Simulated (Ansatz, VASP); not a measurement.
**One calculation of AlGa3N4, two programs**

Contents of INCAR:

```
  PREC = Accurate
  ENCUT = 520
  EDIFF = 1E-6
  ISMEAR = 0
  SIGMA = 0.05
  LREAL = F
  LASPH = T
  NELM = 80
  ALGO = Normal
  ISIF = 2
  LWAVE = F
  LCHARG = T
  LELF = T
  LVHAR = T
  NBANDS = 41
```

File KPOINTS:

```
regular mesh
0
Gamma
  6 6 6
```

Contents of POSCAR:

```
AlGa3N4
1.0
    4.5595547306     -0.0515716627     -0.0515716627
   -0.0515716627      4.5595547306     -0.0515716627
   -0.0515716627     -0.0515716627      4.5595547306
Al Ga N
1 3 4
Direct
    0.0000000000      0.0000000000      0.0000000000
    0.5000000000      0.5000000000      0.0000000000
    0.5000000000      0.0000000000      0.5000000000
    0.0000000000      0.5000000000      0.5000000000
    0.7548078379      0.7548078379      0.2451921621
    0.7548078379      0.2451921621      0.7548078379
    0.2451921621      0.7548078379      0.7548078379
    0.2451921621      0.2451921621      0.2451921621
```

Input for Ansatz:

```yaml
crystal:
  lattice:
    - [4.5595547306, -0.0515716627, -0.0515716627]
    - [-0.0515716627, 4.5595547306, -0.0515716627]
    - [-0.0515716627, -0.0515716627, 4.5595547306]
  atoms:
    - { symbol: Al, position: [0.0, 0.0, 0.0] }
    - { symbol: Ga, position: [0.5, 0.5, 0.0] }
    - { symbol: Ga, position: [0.5, 0.0, 0.5] }
    - { symbol: Ga, position: [0.0, 0.5, 0.5] }
    - { symbol: "N", position: [0.7548078379, 0.7548078379, 0.2451921621] }
    - { symbol: "N", position: [0.7548078379, 0.2451921621, 0.7548078379] }
    - { symbol: "N", position: [0.2451921621, 0.7548078379, 0.7548078379] }
    - { symbol: "N", position: [0.2451921621, 0.2451921621, 0.2451921621] }
basis:
  ecutwfc: 520.0
kpoints:
  mp_grid: { grid: [6, 6, 6] }
hamiltonian:
  xc: lda
  pseudopotentials: { kind: paw, azcp: { folder: soft_1 } }
scf:
  occupations: { method: gaussian, width: 0.05 }
output:
  forces: true
  stress: true
  eigenvalues: true
```

Change from the starting cell: equal engineering shear yz, xz and xy -0.0233, equal normal strain along x, y and z +0.0300.

Alike in both runs: task single point; functional LDA; k mesh 6 × 6 × 6; occupations gaussian, width 0.05 eV; no spin polarisation.

```csv
,VASP,Ansatz
version,VASP 6.6.1,Ansatz 0.2.0
potentials or method,"VASP PAW LDA potentials, release 64 (Al, Ga_d, N), cutoff 520 eV","scalar-relativistic, plane waves, PAW"
valence electrons in the cell,62,62
```

VASP gave:

| Quantity | Value |
| --- | --- |
| gap on the k mesh at the Fermi level (eV) | 1.86 |
| least direct gap on the mesh (eV) | 1.86 |
| pressure (GPa) | -13.9 |
| traceless stress, the component that is largest in VASP (GPa) | 3.84 |
| rms of the force components (eV/Å) | 0.142 |

Problem. Estimate Ansatz's values.

Solution. gap on the k mesh at the Fermi level (eV): 1.85; least direct gap on the mesh (eV): 1.85; pressure (GPa): -14.7; traceless stress, the component that is largest in VASP (GPa): 3.77; rms of the force components (eV/Å): 0.134.

Ansatz warns that its potentials were made for another functional, while VASP's fit it. LDA's correlation is that of Perdew and Zunger in VASP and of Perdew and Wang (1992) in Ansatz. Atom by atom the forces differ by 0.013 eV/Å (rms over components).
